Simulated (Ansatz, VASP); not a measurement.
Given: the input of a run of VASP 6.6.1 on Na4SrCaSi2.

INCAR

```
ALGO = Normal
EDIFF = 1E-6
ENCUT = 520
GGA = PS
ISIF = 2
ISMEAR = 0
LASPH = True
LCHARG = True
LELF = True
LREAL = False
LVHAR = True
LWAVE = False
NBANDS = 38
NELM = 80
PREC = Accurate
SIGMA = 0.01
```

KPOINTS

```
k-points
0
Gamma
  5 5 4
```

POSCAR

```
Na4SrCaSi2
1.0
    5.2635772103      0.0000000000      0.0000000000
    0.0000000000      5.2635772103      0.0000000000
    0.0000000000      0.0000000000      7.3818292622
Sr Ca Si Na
1 1 2 4
Direct
    0.0000000000      0.0000000000      0.0000000000
    0.5000000000      0.5000000000      0.5000000000
    0.0000000000      0.5000000000      0.2576830000
    0.5000000000      0.0000000000      0.7423170000
    0.0000000000      0.0000000000      0.5000000000
    0.5000000000      0.5000000000      0.0000000000
    0.0000000000      0.5000000000      0.7431210000
    0.5000000000      0.0000000000      0.2568790000
```

Potentials or basis: VASP PAW PBE potentials, release 64 (Sr_sv, Ca_sv, Si, Na_pv).

Launch:

```bash
$ cat potpaw_PBE.64/Sr_sv/POTCAR potpaw_PBE.64/Ca_sv/POTCAR potpaw_PBE.64/Si/POTCAR potpaw_PBE.64/Na_pv/POTCAR > POTCAR
$ mpirun -np 1 vasp_std > vasp.out
```

**Question.** Translate it to Ansatz 0.2.0. Potentials there: Ansatz PAW.

**Answer.** As run (the cutoff follows the program's own potentials):

input.yaml

```yaml
crystal:
  lattice:
    - [5.2635772103, 0.0, 0.0]
    - [0.0, 5.2635772103, 0.0]
    - [0.0, 0.0, 7.3818292622]
  atoms:
    - { symbol: Sr, position: [0.0, 0.0, 0.0] }
    - { symbol: Ca, position: [0.5, 0.5, 0.5] }
    - { symbol: Si, position: [0.0, 0.5, 0.257683] }
    - { symbol: Si, position: [0.5, 0.0, 0.742317] }
    - { symbol: Na, position: [0.0, 0.0, 0.5] }
    - { symbol: Na, position: [0.5, 0.5, 0.0] }
    - { symbol: Na, position: [0.0, 0.5, 0.743121] }
    - { symbol: Na, position: [0.5, 0.0, 0.256879] }
hamiltonian:
  xc: pbesol
  pseudopotentials: { kind: paw }
kpoints:
  mp_grid: { grid: [5, 5, 4] }
scf:
  occupations: { method: gaussian, width: 0.01 }
output:
  forces: true
  stress: true
  eigenvalues: true
```

Potentials or basis: Ansatz PAW.

Command:

```console
$ ansatz run input.yaml --threads 4 --pin off --max-ram 11264MiB --backend cpu --events-out ev --progress --plain --runs-dir out
```

Both were run:

|  | VASP | Ansatz | Ansatz less VASP |
| --- | --- | --- | --- |
| gap on the k mesh at the Fermi level (eV) | 0.13 | 0.13 | +0.002 |
| least direct gap on the mesh (eV) | 0.27 | 0.27 | 0.000 |
| pressure (GPa) | -0.3 | -0.4 | -0.05 |
| traceless stress, the component that is largest in VASP (GPa) | 0.08 | 0.08 | -0.001 |
| rms of the force components (eV/Å) | 0.030 | 0.030 | +0.0001 |

VASP's potentials were made for PBE, not for PBEsol. Atom by atom the forces differ by 0.000 eV/Å (rms over components). The functional is the same, so the differences come from potentials, cutoffs and numerics. VASP's potentials hold 56 valence electrons a cell and Ansatz's 64, so a difference there can come from the potentials and not from the codes.

Noted on Ansatz's run: odd divisions of the mesh miss points on the zone boundary, where band edges often lie, so the gap on the mesh can be too wide.
